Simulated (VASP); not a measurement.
Write the native input for VASP 6.6.1 that does the following.

```yaml
Task: single point
Functional: PBE
Potentials_or_basis: VASP PAW PBE potentials, release 64 (Sr_sv, Re)
Cutoff: 520 eV
k_mesh: 10 × 10 × 10
Occupations: gaussian, width 0.05 eV
Spin: no spin polarisation
Dipole_correction: no
Further_INCAR_settings: ALGO = Normal; EDIFF = 1e-06; NBANDS = 16
```

The structure of SrRe lies in POSCAR:

```
SrRe
1.0
    3.6136092868      0.0000000000      0.0000000000
    0.0000000000      3.6136092868      0.0000000000
    0.0000000000      0.0000000000      3.6136092868
Sr Re
1 1
Direct
    0.0000000000      0.0000000000      0.0000000000
    0.5000000000      0.5000000000      0.5000000000
```

This cell differs from its parent crystal: volume scaled by 0.980.

The input as run:

INCAR

```
SYSTEM = SrRe
PREC = Accurate ; ENCUT = 520
EDIFF = 1E-6 ; ISMEAR = 0
SIGMA = 0.05 ; LREAL = .False.
LASPH = .True. ; NELM = 60
ALGO = Normal ; ISIF = 2
LWAVE = .False. ; LCHARG = .True.
GGA = PE ; LELF = .True.
LVHAR = .True. ; NBANDS = 16
```

KPOINTS

```
Automatic mesh
0
Gamma
  10 10 10
  0 0 0
```

Potentials or basis: VASP PAW PBE potentials, release 64 (Sr_sv, Re).

The run is started by

```console
$ cat potpaw_PBE.64/Sr_sv/POTCAR potpaw_PBE.64/Re/POTCAR > POTCAR
$ mpirun -np 1 vasp_std > vasp.out
```

Results of the run:

```yaml
Pressure: 1.5 GPa
```

Run time: 16 s on 1 thread of Intel(R) Xeon(R) 6975P-C (Granite Rapids) (shared host), peak memory 0.19 GiB.
